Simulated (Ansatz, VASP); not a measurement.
# Ca3SiSe in VASP and in Ansatz

INCAR

```
PREC = Accurate
ENCUT = 520
EDIFF = 1E-6
ISMEAR = 0
SIGMA = 0.1
LREAL = F
LASPH = T
NELM = 100
ALGO = Normal
ISIF = 2
LWAVE = F
LCHARG = F
GGA = PE
NBANDS = 51
```

File KPOINTS:

```
Automatic mesh
0
Gamma
  3 3 2
```

POSCAR

```
Ca3SiSe
1.0
    5.7622545100      0.0000000000      0.0000000000
   -2.8811272600      4.9902587900      0.0000000000
    0.0000000000      0.0000000000      8.0659605200
Ca Si Se
6 2 2
Direct
    0.5000000000      0.0000000000      0.0000000000
    0.0000000000      0.5000000000      0.0000000000
    0.5000000000      0.5000000000      0.0000000000
    0.5000000000      0.0000000000      0.5000000000
    0.0000000000      0.5000000000      0.5000000000
    0.5000000000      0.5000000000      0.5000000000
    0.0000000000      0.0000000000      0.7726420700
    0.0000000000      0.0000000000      0.2273579300
    0.0000000000      0.0000000000      0.5000000000
    0.0000000000      0.0000000000      0.0000000000
```

Input for Ansatz:

```yaml
crystal:
  lattice:
    - [5.76225451, 0.0, 0.0]
    - [-2.88112726, 4.99025879, 0.0]
    - [0.0, 0.0, 8.06596052]
  atoms:
    - { symbol: Ca, position: [0.5, 0.0, 0.0] }
    - { symbol: Ca, position: [0.0, 0.5, 0.0] }
    - { symbol: Ca, position: [0.5, 0.5, 0.0] }
    - { symbol: Ca, position: [0.5, 0.0, 0.5] }
    - { symbol: Ca, position: [0.0, 0.5, 0.5] }
    - { symbol: Ca, position: [0.5, 0.5, 0.5] }
    - { symbol: Si, position: [0.0, 0.0, 0.77264207] }
    - { symbol: Si, position: [0.0, 0.0, 0.22735793] }
    - { symbol: Se, position: [0.0, 0.0, 0.5] }
    - { symbol: Se, position: [0.0, 0.0, 0.0] }
basis:
  ecutwfc: 420
kpoints:
  mp_grid: { grid: [3, 3, 2] }
hamiltonian:
  xc: pbe
scf:
  occupations: { method: gaussian, width: 0.1 }
  lower_state_search: "off"
output:
  forces: true
  stress: true
  eigenvalues: true
```

Alike in both runs: task single point; functional PBE; k mesh 3 × 3 × 2; occupations gaussian, width 0.1 eV; no spin polarisation.

|  | VASP | Ansatz |
| --- | --- | --- |
| version | VASP 6.6.1 | Ansatz 0.2.0 |
| potentials or method | VASP PAW PBE potentials, release 64 (Ca_sv, Si, Se), cutoff 520 eV | scalar-relativistic, plane waves, PAW |
| valence electrons in the cell | 80 | 100 |

VASP gave:

| Item | Value |
| --- | --- |
| gap on the k mesh at the Fermi level (eV) | none |
| pressure (GPa) | 26.6 |
| traceless stress, the component that is largest in VASP (GPa) | 21.61 |
| rms of the force components (eV/Å) | 3.094 |

Estimate Ansatz's values.

gap on the k mesh at the Fermi level (eV): none; pressure (GPa): 26.3; traceless stress, the component that is largest in VASP (GPa): 21.68; rms of the force components (eV/Å): 3.104.

Atom by atom the forces differ by 0.011 eV/Å (rms over components). A gap of «none» marks a metal or a gap that the smearing closes. The functional is the same, so the differences come from potentials, cutoffs and numerics. VASP's potentials hold 80 valence electrons a cell and Ansatz's 100, so a difference there can come from the potentials and not from the codes.

The k mesh is coarse, so the values compare programs but aren't converged.
